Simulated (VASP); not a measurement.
A run of VASP 6.6.1 is set up as follows.

File INCAR:

```
SYSTEM = Fe3Co2
ALGO = Normal
EDIFF = 1E-7
ENCUT = 520
GGA = PE
ISIF = 2
ISMEAR = 0
ISPIN = 2
LASPH = .True.
LCHARG = .False.
LMAXMIX = 4
LORBIT = 11
LREAL = .False.
LWAVE = .False.
MAGMOM = 4 4 4 4 4 4 3 3 3 3
NBANDS = 57
NELM = 150
PREC = Accurate
SIGMA = 0.1
```

KPOINTS

```
k-points
0
Gamma
  6 6 1
  0 0 0
```

File POSCAR:

```
Fe3Co2
1.0
    2.5014578200      0.0000000000      0.0000000000
   -1.2507289100      2.1663260200      0.0000000000
    0.0000000000      0.0000000000     20.2679368200
Fe Co
6 4
Direct
    0.3333333300      0.6666666700      0.0000000000
    0.3333333300      0.6666666700      0.2000000000
    0.3333333300      0.6666666700      0.4000000000
    0.3333333300      0.6666666700      0.6000000000
    0.3333333300      0.6666666700      0.8000000000
    0.6666666700      0.3333333300      0.5000000000
    0.6666666700      0.3333333300      0.1000000000
    0.6666666700      0.3333333300      0.3000000000
    0.6666666700      0.3333333300      0.7000000000
    0.6666666700      0.3333333300      0.9000000000
```

Potentials or basis: VASP PAW PBE potentials, release 64 (Fe, Co).

Launch:

```sh
$ cat potpaw_PBE.64/Fe/POTCAR potpaw_PBE.64/Co/POTCAR > POTCAR
$ mpirun -np 1 vasp_std > vasp.out
```

Problem. Estimate the site moments.

Solution. Fe +2.50, +2.52, +2.48 (each value once); Co +1.67, +1.65 (each value once) μB.

Problem. What does it give for the net moment?

Solution. 21.77 μB per cell.

Forces on the atoms (eV/Å):
```
Fe   0.000  0.000  0.000
Fe   0.000  0.000  0.063
Fe   0.000  0.000 -0.596
Fe   0.000  0.000  0.596
Fe   0.000  0.000 -0.063
Fe   0.000  0.000  0.000
Co   0.000  0.000 -0.022
Co   0.000  0.000  0.042
Co   0.000  0.000 -0.042
Co   0.000  0.000  0.022
```

Caveat: the k points lie up to 0.48 Å⁻¹ apart; the highest band is partly filled, so the run has too few bands.
